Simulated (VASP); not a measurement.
# Mg5ZnO6 (P-3m1) in VASP: further runs

Mg5ZnO6 is run at these levels: PBE; tasks: relaxation of cell and atoms, single point.

All numbers are computed with VASP 6.6.1; they aren't measurements. Logs are shortened: lines on timing, memory, paths and dates and some standing lists are left out, and cuts for length are marked.

### 1 The cell of the first run

The structure is trigonal, space group P-3m1 (No. 164). The conventional cell has a = 3.019 Å, b = 3.019 Å, c = 14.767 Å, α = 90.00°, β = 90.00°, γ = 120.00°. Mg (site symmetry 3m) has 6 O at 2.11 to 2.13 Å within 2.8 Å. Within 2.8 Å of Mg (site symmetry 3m) lie 6 O at 2.13 Å. Mg (site symmetry -3m) has 6 O at 2.13 Å within 2.8 Å. Zn (site symmetry -3m) has 6 O at 2.16 Å within 2.9 Å. O (site symmetry 3m) has 3 Mg at 2.11 Å and 3 Zn at 2.16 Å within 2.8 Å. Within 2.8 Å of O (site symmetry 3m) lie 6 Mg at 2.13 Å. O (site symmetry 3m) has 6 Mg at 2.13 Å within 2.8 Å.

### 2 Relaxation of cell and atoms, PBE

INCAR reads:

```
SYSTEM = Mg5ZnO6
PREC = Accurate
ENCUT = 600
EDIFF = 1E-6
ISMEAR = 0
SIGMA = 0.02
LREAL = .FALSE.
LASPH = .TRUE.
NELM = 100
ALGO = Normal
ISIF = 3
LWAVE = .FALSE.
LCHARG = .FALSE.
GGA = PE
IBRION = 2
NSW = 100
EDIFFG = -0.01
```

KPOINTS reads:

```
Automatic mesh
0
G
  12 12 2
  0 0 0
```

POSCAR reads:

```
Mg5ZnO6
1.0
    3.0187913000      0.0000000000      0.0000000000
   -1.5093957000      2.6143500000      0.0000000000
    0.0000000000      0.0000000000     14.7673283000
Mg Zn O
5 1 6
Direct
    0.3333333000      0.6666667000      0.8323040000
    0.6666667000      0.3333333000      0.1676960000
    0.3333333000      0.6666667000      0.3338970000
    0.0000000000      0.0000000000      0.5000000000
    0.6666667000      0.3333333000      0.6661030000
    0.0000000000      0.0000000000      0.0000000000
    0.6666667000      0.3333333000      0.9133950000
    0.3333333000      0.6666667000      0.0866050000
    0.0000000000      0.0000000000      0.2508630000
    0.6666667000      0.3333333000      0.4169520000
    0.3333333000      0.6666667000      0.5830480000
    0.0000000000      0.0000000000      0.7491370000
```

Potentials or basis: VASP PAW PBE potentials, release 64 (Mg, Zn, O).

Launch:

```bash
> cat potpaw_PBE.64/Mg/POTCAR potpaw_PBE.64/Zn/POTCAR potpaw_PBE.64/O/POTCAR > POTCAR
> mpirun -np 1 vasp_std > vasp.out
```

OUTCAR:

```text
SYSTEM = Mg5ZnO6
   PREC = Accurate
   ENCUT = 600
   EDIFF = 1E-6
   ISMEAR = 0
   LREAL = .FALSE.
   LASPH = .TRUE.
   NELM = 100
   ISIF = 3
   GGA = PE
   IBRION = 2
   NSW = 100
   EDIFFG = -0.01

 ion  position               nearest neighbor table
   1  0.333  0.667  0.832-   7 2.11   7 2.11   7 2.11  12 2.13  12 2.13  12 2.13   5 3.01   5 3.01
                             5 3.01   6 3.03   6 3.03   6 3.03
   2  0.667  0.333  0.168-   8 2.11   8 2.11   8 2.11   9 2.13   9 2.13   9 2.13   3 3.01   3 3.01
                             3 3.01   6 3.03   6 3.03   6 3.03
   3  0.333  0.667  0.334-   9 2.13   9 2.13   9 2.13  10 2.13  10 2.13  10 2.13   4 3.01   4 3.01
                             4 3.01   2 3.01   2 3.01   2 3.01
   4  0.000  0.000  0.500-  10 2.13  11 2.13  10 2.13  11 2.13  10 2.13  11 2.13   3 3.01   5 3.01
                             3 3.01   5 3.01   5 3.01   3 3.01
   5  0.667  0.333  0.666-  12 2.13  12 2.13  12 2.13  11 2.13  11 2.13  11 2.13   4 3.01   4 3.01
                             4 3.01   1 3.01   1 3.01   1 3.01
   6  0.000  0.000  0.000-   7 2.16   8 2.16   7 2.16   8 2.16   7 2.16   8 2.16   1 3.03   2 3.03
                             1 3.03   2 3.03   2 3.03   1 3.03
   7  0.667  0.333  0.913-   1 2.11   1 2.11   1 2.11   6 2.16   6 2.16   6 2.16
   8  0.333  0.667  0.087-   2 2.11   2 2.11   2 2.11   6 2.16   6 2.16   6 2.16
   9  0.000  0.000  0.251-   3 2.13   3 2.13   3 2.13   2 2.13   2 2.13   2 2.13
  10  0.667  0.333  0.417-   4 2.13   4 2.13   4 2.13   3 2.13   3 2.13   3 2.13
  11  0.333  0.667  0.583-   4 2.13   4 2.13   4 2.13   5 2.13   5 2.13   5 2.13
  12  0.000  0.000  0.749-   5 2.13   5 2.13   5 2.13   1 2.13   1 2.13   1 2.13

  LATTYP: Found a hexagonal cell.
 ALAT       =     3.0187913000
 C/A-ratio  =     4.8918016625

  Lattice vectors:

 A1 = (   3.0187913000,   0.0000000000,   0.0000000000)
 A2 = (  -1.5093957000,   2.6143500000,   0.0000000000)
 A3 = (   0.0000000000,   0.0000000000,  14.7673283000)

Analysis of symmetry for initial positions (statically):
=====================================================================
 Subroutine PRICEL returns:
 Original cell was already a primitive cell.

 Routine SETGRP: Setting up the symmetry group for a
 hexagonal supercell.

 Subroutine GETGRP returns: Found 12 space group operations
 (whereof 12 operations were pure point group operations)
 out of a pool of 24 trial point group operations.

The static configuration has the point symmetry D_3d.

Analysis of symmetry for dynamics (positions and initial velocities):
=====================================================================
 Subroutine PRICEL returns:
 Original cell was already a primitive cell.

 Routine SETGRP: Setting up the symmetry group for a
 hexagonal supercell.

 Subroutine GETGRP returns: Found 12 space group operations
 (whereof 12 operations were pure point group operations)
 out of a pool of 24 trial point group operations.
[... 131 lines left out ...]
   PSTRESS=    0.0 pullay stress
   NELECT =      58.0000    total number of electrons
   NUPDOWN=      -1.0000    fix difference up-down
   EMIN   =  10.00;   EMAX   =-10.00  energy-range for DOS
   EFERMI =   0.00;   METHOD = LEGACY
   ISMEAR =     0;   SIGMA  =   0.02  broadening in eV -4-tet -1-fermi 0-gaus
   EFERMI_NEDOS =   21; number of points for ismear=-14 and -15
   IALGO  =     38    algorithm
   IMIX   =      4    mixing-type and parameters
     AMIX     =   0.40;   BMIX     =  1.00
     AMIX_MAG =   1.60;   BMIX_MAG =  1.00
  volume/ion in A,a.u.               =       9.71        65.54
  Fermi-wavevector in a.u.,A,eV,Ry     =   1.297332  2.451603 22.899574  1.683071
  Thomas-Fermi vector in A             =   2.428732
   LORBIT       =      0    0 simple, 1 ext, 2 COOP (PROOUT), +10 PAW based schemes
   GGA     = PE    functional components
   LHFCALC =     F    Hartree Fock is set to
   AEXX    =    0.0000 exact exchange contribution
   IVDW    =     0    specifies the selected vdW correction
   LEPSILON=     F    determine dielectric tensor
   LRPA    =     F    only Hartree local field effects (RPA)
 conjugate gradient relaxation of ions
 non-spin polarized calculation
 Gauss-broadening in eV      SIGMA  =   0.02
  energy-cutoff  :      600.00
  volume of cell :      116.55
 maximum number of plane-waves:      3948
   NGX = 13   NGY = 13   NGZ = 59

--------------------------------------- Ionic step        1  -------------------------------------------

 number of electron      58.0000019 magnetization

 Free energy of the ion-electron system (eV)
  ---------------------------------------------------
  ext. energy  EPLUGINS =         0.00000000
  ---------------------------------------------------
  free energy    TOTEN  =       -68.21342334 eV

  energy without entropy =      -68.21342334  energy(sigma->0) =      -68.21342334

------------------------ aborting loop because EDIFF is reached ----------------------------------------

  FORCE on cell =-STRESS in cart. coord.  units (eV):
  Direction    XX          YY          ZZ          XY          YZ          ZX
  --------------------------------------------------------------------------------------
  -------------------------------------------------------------------------------------
  Total       -0.5120004     -0.5120004     -0.4842501      0.0000000      0.0000000      0.0000000
  in kB       -7.0385324     -7.0385327     -6.6570464      0.0000001      0.0000000      0.0000000
  external PRESSURE =      -6.9113705 kB  Pullay stress =       0.0000000 kB
[... 309 lines left out ...]
--------------------------------------- Ionic step        8  -------------------------------------------

 number of electron      58.0000013 magnetization

 Free energy of the ion-electron system (eV)
  ---------------------------------------------------
  ext. energy  EPLUGINS =         0.00000000
  ---------------------------------------------------
  free energy    TOTEN  =       -68.21511675 eV

  energy without entropy =      -68.21511675  energy(sigma->0) =      -68.21511675

 E-fermi :   3.1615     XC(G=0): -11.1604

 val. band max:        3.0396594028   @ k =   0.0000   0.0000   0.5000
 cond. band min:       6.3443004474   @ k =   0.0000   0.0000   0.0000
 fundamental gap:      3.3046410446
 Fermi energy:         3.1615381726

 k-point     1 :       0.0000    0.0000    0.0000
  band No.  band energies     occupation
      1     -14.5078      2.00000
      2     -14.1577      2.00000
      3     -14.1425      2.00000
      4     -13.6153      2.00000
      5     -13.4864      2.00000
      6     -13.1663      2.00000
[... 925 lines left out ...]
     35      12.7078      0.00000
     36      12.8967      0.00000

 [... further k-points ...]
[... 5 lines left out ...]
  --------------------------------------------------------------------------------------
  -------------------------------------------------------------------------------------
  Total        0.0074688      0.0074688     -0.0007233     -0.0000000      0.0000000      0.0000000
  in kB        0.1031499      0.1031499     -0.0099900     -0.0000000      0.0000000      0.0000000
  external PRESSURE =       0.0654366 kB  Pullay stress =       0.0000000 kB
[... 27 lines left out ...]
  FREE ENERGIE OF THE ION-ELECTRON SYSTEM (eV)
  ---------------------------------------------------
  free  energy   TOTEN  =       -68.2151167546 eV

  energy  without entropy=      -68.2151167546  energy(sigma->0) =      -68.21511675

 reached required accuracy - stopping structural energy minimisation
```

OSZICAR:

```text
N       E                     dE             d eps       ncg     rms          rms(c)
DAV:   1     0.557351869467E+03    0.55735E+03   -0.30721E+04  2736   0.187E+03
DAV:   2    -0.129551959454E+02   -0.57031E+03   -0.54529E+03  3224   0.430E+02
DAV:   3    -0.761262055334E+02   -0.63171E+02   -0.62673E+02  3124   0.154E+02
[... 60 lines left out ...]
DAV:   1    -0.682151062884E+02   -0.15554E-04   -0.75618E-03  2744   0.530E-01    0.168E-02
DAV:   2    -0.682151191529E+02   -0.12864E-04   -0.18940E-04  3308   0.866E-02    0.819E-03
DAV:   3    -0.682151180659E+02    0.10870E-05   -0.55268E-06  3180   0.172E-02    0.539E-03
DAV:   4    -0.682151170418E+02    0.10241E-05   -0.50710E-06  3272   0.208E-02    0.333E-03
DAV:   5    -0.682151167546E+02    0.28721E-06   -0.44140E-07  1956   0.971E-03
   8 F= -.68215117E+02 E0= -.68215117E+02  d E =-.257335E-04
```

It took 9.2 min on 1 thread of Intel Xeon 6975P-C (Granite Rapids), shared host; peak memory 0.37 GiB.

What came out:

```yaml
Free_energy: -68.2151 eV
Relaxed_volume: 9.67 Å³/atom
Relaxed_cell: a = 3.014 Å, b = 3.014 Å, c = 14.749 Å, α = 90.00°, β = 90.00°, γ = 120.00°
Space_group_after_relaxing_to_0.1_Å: P-3m1 (No. 164)
Energy_gained_by_relaxing: 0.1 meV/atom
Ionic_steps: 8
Pressure_after_relaxing: 0.0 GPa
Largest_force_after_relaxing: 0.009 eV/Å
Band_gap_on_the_k_mesh: 3.30 eV
```

Forces in eV/Å, atoms in the order of the input:
```
Mg   0.000  0.000  0.001
Mg   0.000  0.000 -0.001
Mg   0.000  0.000 -0.001
Mg   0.000  0.000  0.000
Mg   0.000  0.000  0.001
Zn   0.000  0.000  0.000
O    0.000  0.000 -0.002
O    0.000  0.000  0.002
O    0.000  0.000  0.000
O    0.000  0.000  0.009
O    0.000  0.000 -0.009
O    0.000  0.000  0.000
```

Step by step:
| step | energy change (eV) | largest force (eV/Å) | pressure (GPa) | volume (Å³) |
| --- | --- | --- | --- | --- |
| 1 | 0.0000 | 0.0704 | -0.69 | 116.55 |
| 2 | -0.0013 | 0.0288 | 0.27 | 115.84 |
| 3 | -0.0014 | 0.0348 | 0.05 | 115.99 |
| 4 | -0.0015 | 0.0159 | 0.02 | 116.00 |
| 5 | -0.0016 | 0.0207 | -0.01 | 116.02 |
| 6 | -0.0016 | 0.0101 | -0.01 | 116.02 |
| 7 | -0.0017 | 0.0173 | 0.00 | 116.02 |
| 8 | -0.0017 | 0.0090 | 0.01 | 116.01 |

Final structure:
```xyz
12
Lattice="3.0137 0.0000 0.0000 -1.5069 2.6100 0.0000 0.0000 0.0000 14.7486" Properties=species:S:1:pos:R:3 pbc="T T T"
Mg    0.0000    1.7400   12.2704
Mg    1.5069    0.8700    2.4782
Mg    0.0000    1.7400    4.9267
Mg    0.0000    0.0000    7.3743
Mg    1.5069    0.8700    9.8219
Zn    0.0000    0.0000    0.0000
O     1.5069    0.8700   13.4642
O     0.0000    1.7400    1.2844
O     3.0137    0.0000    3.7035
O     1.5069    0.8700    6.1500
O     0.0000    1.7400    8.5986
O    -1.5069    2.6100   11.0451
```

A k mesh can miss the band edges.

(Continued in part 2 of 2.)
